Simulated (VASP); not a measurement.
# NaF (F-43m) in VASP: further runs, part 2 of 2

VASP 6.6.1. Earlier steps stand in the parts before.

**4. Single point, PBE (volume changed by +5%)**

File INCAR:

```
PREC     = Accurate       # precision mode
ENCUT    = 600            # plane-wave cutoff, eV
EDIFF    = 1E-6           # SCF threshold, eV
ISMEAR   = 0              # smearing method
SIGMA    = 0.01           # smearing width, eV
LREAL    = F              # projectors in reciprocal space
LASPH    = T              # aspherical terms in the spheres
NELM     = 120            # most SCF steps
ALGO     = Normal         # electronic algorithm
ISIF     = 2              # what is computed and relaxed
LWAVE    = F              # write WAVECAR
LCHARG   = T              # write CHGCAR
GGA      = PE             # functional
LELF     = T              # ELF
LVHAR    = T            
NBANDS   = 14             # bands
GGA_COMPAT= F
```

File KPOINTS:

```
regular mesh
0
Gamma
  4 4 4
```

File POSCAR:

```
NaF
1.0
    0.0000000000      2.5727648275      2.5727648275
    2.5727648275      0.0000000000      2.5727648275
    2.5727648275      2.5727648275      0.0000000000
Na F
1 1
Direct
    0.0000000000      0.0000000000      0.0000000000
    0.2500000000      0.2500000000      0.2500000000
```

Potentials or basis: VASP PAW PBE potentials, release 64 (Na_pv, F).

Run with:

```bash
cat potpaw_PBE.64/Na_pv/POTCAR potpaw_PBE.64/F/POTCAR > POTCAR
mpirun -np 1 vasp_std > vasp.out
```

OUTCAR:

```text
PREC = Accurate
   ENCUT = 600
   EDIFF = 1E-6
   ISMEAR = 0
   LREAL = F
   LASPH = T
   NELM = 120
   ISIF = 2
   GGA = PE

 ion  position               nearest neighbor table
   1  0.000  0.000  0.000-   2 2.23   2 2.23   2 2.23   2 2.23
   2  0.250  0.250  0.250-   1 2.23   1 2.23   1 2.23   1 2.23

  LATTYP: Found a face centered cubic cell.
 ALAT       =     5.1455296550

  Lattice vectors:

 A1 = (   0.0000000000,   2.5727648275,   2.5727648275)
 A2 = (   2.5727648275,   0.0000000000,   2.5727648275)
 A3 = (   2.5727648275,   2.5727648275,   0.0000000000)

Analysis of symmetry for initial positions (statically):
=====================================================================
 Subroutine PRICEL returns:
 Original cell was already a primitive cell.

 Routine SETGRP: Setting up the symmetry group for a
 face centered cubic supercell.

 Subroutine GETGRP returns: Found 24 space group operations
 (whereof 24 operations were pure point group operations)
 out of a pool of 48 trial point group operations.

The static configuration has the point symmetry T_d .

Analysis of symmetry for dynamics (positions and initial velocities):
=====================================================================
 Subroutine PRICEL returns:
 Original cell was already a primitive cell.

 Routine SETGRP: Setting up the symmetry group for a
 face centered cubic supercell.

 Subroutine GETGRP returns: Found 24 space group operations
 (whereof 24 operations were pure point group operations)
 out of a pool of 48 trial point group operations.

The dynamic configuration has the point symmetry T_d .

 Subroutine INISYM returns: Found 24 space group operations
 (whereof 24 operations are pure point group operations),
 and found     1 'primitive' translations

----------------------------------------------------------------------------------------

                                     Primitive cell

  volume of cell :      34.0589

  direct lattice vectors                    reciprocal lattice vectors
     0.000000000  2.572764827  2.572764827    -0.194343453  0.194343453  0.194343453
     2.572764827  0.000000000  2.572764827     0.194343453 -0.194343453  0.194343453
     2.572764827  2.572764827  0.000000000     0.194343453  0.194343453 -0.194343453

  length of vectors
     3.638438912  3.638438912  3.638438912     0.336612734  0.336612734  0.336612734

  position of ions in fractional coordinates (direct lattice)
     0.000000000  0.000000000  0.000000000
     0.250000000  0.250000000  0.250000000

  ion indices of the primitive-cell ions
   primitive index   ion index
                 1           1
                 2           2

----------------------------------------------------------------------------------------

 KPOINTS: regular mesh

Automatic generation of k-mesh.
 Grid dimensions read from file:
 generate k-points for:    4    4    4

 Generating k-lattice:

  Cartesian coordinates                     Fractional coordinates (reciprocal lattice)
    -0.048585863  0.048585863  0.048585863     0.250000000  0.000000000  0.000000000
     0.048585863 -0.048585863  0.048585863     0.000000000  0.250000000  0.000000000
     0.048585863  0.048585863 -0.048585863     0.000000000  0.000000000  0.250000000

  Length of vectors
[... 21 lines left out ...]
   number of dos      NEDOS =    301   number of ions     NIONS =      2
   total plane-waves  NPLWV =  27000
   dimension x,y,z NGX =    30 NGY =   30 NGZ =   30
   dimension x,y,z NGXF=    60 NGYF=   60 NGZF=   60
   ions per type =               1   1
   NGX,Y,Z   is equivalent  to a cutoff of  13.71, 13.71, 13.71 a.u.
   NGXF,Y,Z  is equivalent  to a cutoff of  27.41, 27.41, 27.41 a.u.
 SYSTEM =  unknown system
   PREC   = accura    normal or accurate (medium, high low for compatibility)
   ISTART =      0    job   : 0-new  1-cont  2-samecut
   ICHARG =      2    charge: 1-file 2-atom 10-const
   ISPIN  =      1    spin polarized calculation?
   LNONCOLLINEAR =      F non collinear calculations
   LSORBIT =      F    spin-orbit coupling
   LASPH  =      T    aspherical Exc in radial PAW
   ENCUT  =  600.0 eV  44.10 Ry    6.64 a.u.   7.27  7.27  7.27*2*pi/ulx,y,z
   NELM   =    120;   NELMIN=  2; NELMDL= -5     # of ELM steps
   EDIFF  = 0.1E-05   stopping-criterion for ELM
   LREAL  =      F    real-space projection
   EDIFFG = 0.1E-04   stopping-criterion for IOM
   NSW    =      0    number of steps for IOM
   IBRION =     -1    ionic relax: 0-MD 1-quasi-New 2-CG
   NFREE  =      0    steps in history (QN), initial steepest desc. (CG)
   ISIF   =      2    stress and relaxation
   ISYM   =      2    0-nonsym 1-usesym 2-fastsym
   POTIM  = 0.5000    time-step for ionic-motion
   TEBEG  =    0.0;   TEEND  =   0.0 temperature during run
   PSTRESS=    0.0 pullay stress
   NELECT =      14.0000    total number of electrons
   NUPDOWN=      -1.0000    fix difference up-down
   EMIN   =  10.00;   EMAX   =-10.00  energy-range for DOS
   EFERMI =   0.00;   METHOD = LEGACY
   ISMEAR =     0;   SIGMA  =   0.01  broadening in eV -4-tet -1-fermi 0-gaus
   EFERMI_NEDOS =   21; number of points for ismear=-14 and -15
   IALGO  =     38    algorithm
   IMIX   =      4    mixing-type and parameters
     AMIX     =   0.40;   BMIX     =  1.00
     AMIX_MAG =   1.60;   BMIX_MAG =  1.00
  volume/ion in A,a.u.               =      17.03       114.92
  Fermi-wavevector in a.u.,A,eV,Ry     =   1.217234  2.300239 20.159190  1.481659
  Thomas-Fermi vector in A             =   2.352561
   LORBIT       =      0    0 simple, 1 ext, 2 COOP (PROOUT), +10 PAW based schemes
   GGA     = PE    functional components
   LHFCALC =     F    Hartree Fock is set to
   AEXX    =    0.0000 exact exchange contribution
   IVDW    =     0    specifies the selected vdW correction
   LEPSILON=     F    determine dielectric tensor
   LRPA    =     F    only Hartree local field effects (RPA)
 non-spin polarized calculation
 Gauss-broadening in eV      SIGMA  =   0.01
  energy-cutoff  :      600.00
  volume of cell :       34.06
 maximum number of plane-waves:      1158
 NGX is ok and might be reduce to    30
   NGX = 15   NGY = 15   NGZ = 15

 number of electron      13.9999990 magnetization

 Free energy of the ion-electron system (eV)
  ---------------------------------------------------
  ext. energy  EPLUGINS =         0.00000000
  ---------------------------------------------------
  free energy    TOTEN  =        -8.39751939 eV

  energy without entropy =       -8.39751939  energy(sigma->0) =       -8.39751939

 E-fermi :  -3.4633     XC(G=0):  -7.5363

 val. band max:       -3.5243731626   @ k =   0.0000   0.0000   0.0000
 cond. band min:       1.9309550515   @ k =   0.0000   0.0000   0.0000
 fundamental gap:      5.4553282142
 Fermi energy:        -3.4632805571

 k-point     1 :       0.0000    0.0000    0.0000
  band No.  band energies     occupation
      1     -22.5417      2.00000
      2     -22.5417      2.00000
      3     -22.5417      2.00000
      4     -22.2302      2.00000
      5      -3.5244      2.00000
      6      -3.5244      2.00000
      7      -3.5244      2.00000
      8       1.9310      0.00000
      9      15.2917      0.00000
     10      15.2917      0.00000
     11      15.2917      0.00000
     12      16.8544      0.00000
     13      16.8544      0.00000
     14      16.8544      0.00000
[... 105 lines left out ...]
      1     -23.0510      2.00000
      2     -22.5798      2.00000
      3     -22.5668      2.00000
      4     -21.6165      2.00000
      5      -3.9771      2.00000
      6      -3.9637      2.00000
      7      -3.7147      2.00000
      8       6.8926      0.00000
      9       8.3502      0.00000
     10      10.5347      0.00000
     11      10.9339      0.00000
     12      17.6756      0.00000
     13      17.7220      0.00000
     14      19.0522      0.00000

------------------------ aborting loop because EDIFF is reached ----------------------------------------

  FORCE on cell =-STRESS in cart. coord.  units (eV):
  Direction    XX          YY          ZZ          XY          YZ          ZX
  --------------------------------------------------------------------------------------
  -------------------------------------------------------------------------------------
  Total        0.0147670      0.0147670      0.0147670      0.0000000      0.0000000      0.0000000
  in kB        0.6946624      0.6946624      0.6946624      0.0000000      0.0000000      0.0000000
  external PRESSURE =       0.6946624 kB  Pullay stress =       0.0000000 kB

 VOLUME and BASIS-vectors are now :
 -----------------------------------------------------------------------------
  energy-cutoff  :      600.00
  volume of cell :       34.06
      direct lattice vectors                 reciprocal lattice vectors
     0.000000000  2.572764827  2.572764827    -0.194343453  0.194343453  0.194343453
     2.572764827  0.000000000  2.572764827     0.194343453 -0.194343453  0.194343453
     2.572764827  2.572764827  0.000000000     0.194343453  0.194343453 -0.194343453

 POSITION                                       TOTAL-FORCE (eV/Angst)
 -----------------------------------------------------------------------------------
      0.00000      0.00000      0.00000        -0.000000     -0.000000     -0.000000
      1.28638      1.28638      1.28638         0.000000      0.000000      0.000000
 -----------------------------------------------------------------------------------
    total drift:                                0.000000      0.000000      0.000000

  FREE ENERGIE OF THE ION-ELECTRON SYSTEM (eV)
  ---------------------------------------------------
  free  energy   TOTEN  =        -8.3975193866 eV

  energy  without entropy=       -8.3975193866  energy(sigma->0) =       -8.39751939
```

Run time: 5.1 s. Hardware: 1 thread of Intel Xeon Platinum 8375C at 2.90GHz (Ice Lake), shared host; peak memory 0.15 GiB.

Results:

| Item | Value |
| --- | --- |
| Free energy | -8.3975 eV |
| Pressure | 0.1 GPa |
| Band gap on the k mesh | 5.46 eV, direct |

Caveat: the k points lie up to 0.53 Å⁻¹ apart.

**5. Single point, PBE (volume changed by +10%)**

File INCAR:

```
PREC     = Accurate       # precision mode
ENCUT    = 600            # plane-wave cutoff, eV
EDIFF    = 1E-6           # SCF threshold, eV
ISMEAR   = 0              # smearing method
SIGMA    = 0.01           # smearing width, eV
LREAL    = False          # projectors in reciprocal space
LASPH    = True           # aspherical terms in the spheres
NELM     = 120            # most SCF steps
ALGO     = Normal         # electronic algorithm
ISIF     = 2              # what is computed and relaxed
LWAVE    = False          # write WAVECAR
LCHARG   = False          # write CHGCAR
GGA      = PE             # functional
NBANDS   = 14             # bands
GGA_COMPAT= False
```

File KPOINTS:

```
Automatic mesh
0
Gamma
  4 4 4
```

File POSCAR:

```
NaF
1.0
    0.0000000000      2.6129707721      2.6129707721
    2.6129707721      0.0000000000      2.6129707721
    2.6129707721      2.6129707721      0.0000000000
Na F
1 1
Direct
    0.0000000000      0.0000000000      0.0000000000
    0.2500000000      0.2500000000      0.2500000000
```

Run with:

```bash
cat potpaw_PBE.64/Na_pv/POTCAR potpaw_PBE.64/F/POTCAR > POTCAR
mpirun -np 1 vasp_std > vasp.out
```

Run time: 4.5 s. Hardware: 1 thread of Intel Xeon Platinum 8375C at 2.90GHz (Ice Lake), shared host; peak memory 0.15 GiB.

The run converged. Its results:

```yaml
Free_energy: -8.3936 eV
Pressure: -1.3 GPa
Band_gap_on_the_k_mesh: 5.31 eV, direct
```

Levels at points of the mesh, in eV from the valence-band top:
| k point | band 4 | band 5 | band 6 | band 7 | band 8 | band 9 | band 10 | band 11 |
| --- | --- | --- | --- | --- | --- | --- | --- | --- |
| (0.00, 0.00, 0.00) | -18.67 | 0.00 | 0.00 | 0.00 | 5.31 | 18.34 | 18.34 | 18.34 |
| (0.50, 0.00, 0.00) | -18.29 | -0.76 | -0.04 | -0.04 | 9.49 | 10.24 | 16.45 | 16.45 |
| (0.50, 0.50, 0.00) | -18.19 | -0.69 | -0.15 | -0.15 | 9.59 | 11.45 | 15.22 | 16.13 |

Caveat: the k points lie up to 0.52 Å⁻¹ apart.

**6. The runs side by side**

| cell | gap on the mesh (eV) | pressure (GPa) |
| --- | --- | --- |
| a = 3.456 Å, angles 60.0°, 2 atoms | 5.98 | 7.4 |
| a = 3.519 Å, angles 60.0°, 2 atoms | 5.79 | 4.3 |
| a = 3.638 Å, angles 60.0°, 2 atoms | 5.46 | 0.1 |
| a = 3.695 Å, angles 60.0°, 2 atoms | 5.31 | -1.3 |

Alike in all rows: task single point; level PBE; potentials or basis VASP PAW PBE potentials, release 64 (Na_pv, F); no spin polarisation; k mesh 4 × 4 × 4; cutoff (eV) 600; smearing gaussian 0.01 eV.

Caveats: all runs use coarse meshes.

Absolute energies hang on the potentials; compare differences alone.
